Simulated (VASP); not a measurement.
A run of VASP 6.6.1 is set up as follows.

File INCAR:

```
  ALGO = Normal
  DIPOL = 0.5 0.5 0.500
  EDIFF = 1E-7
  ENCUT = 520
  GGA = PE
  IDIPOL = 3
  ISIF = 2
  ISMEAR = 0
  IVDW = 12
  LASPH = True
  LCHARG = False
  LDIPOL = True
  LREAL = False
  LWAVE = False
  NBANDS = 28
  NELM = 100
  PREC = Accurate
  SIGMA = 0.02
```

Contents of KPOINTS:

```
k-points
0
Gamma
  6 6 1
```

The input POSCAR:

```
PbO
1.0
    4.0120000000      0.0000000000      0.0000000000
    0.0000000000      4.0120000000      0.0000000000
    0.0000000000      0.0000000000     30.7493267952
Pb O
2 2
Direct
    0.5000000000      0.0000000000      0.4566657180
    0.0000000000      0.5000000000      0.5433342820
    0.0000000000      0.0000000000      0.5000000000
    0.5000000000      0.5000000000      0.5000000000
```

Potentials or basis: VASP PAW PBE potentials, release 64 (Pb_d, O).

Launch:

```bash
$ cat potpaw_PBE.64/Pb_d/POTCAR potpaw_PBE.64/O/POTCAR > POTCAR
$ mpirun -np 1 vasp_std > vasp.out
```

Task: Predict the dispersion energy per atom.

Result: -0.135 eV.

Task: Estimate the band gap on the k mesh.

Result: 2.38 eV, indirect (least direct gap 2.70 eV).

Task: Predict the largest force.

Result: 1.778 eV/Å.

Forces on the atoms (eV/Å):
```
Pb   0.000  0.000  1.778
Pb   0.000  0.000 -1.778
O    0.000  0.000  0.000
O    0.000  0.000  0.000
```

Caveat: spin-orbit coupling is left out, which moves the levels of the heavy elements.
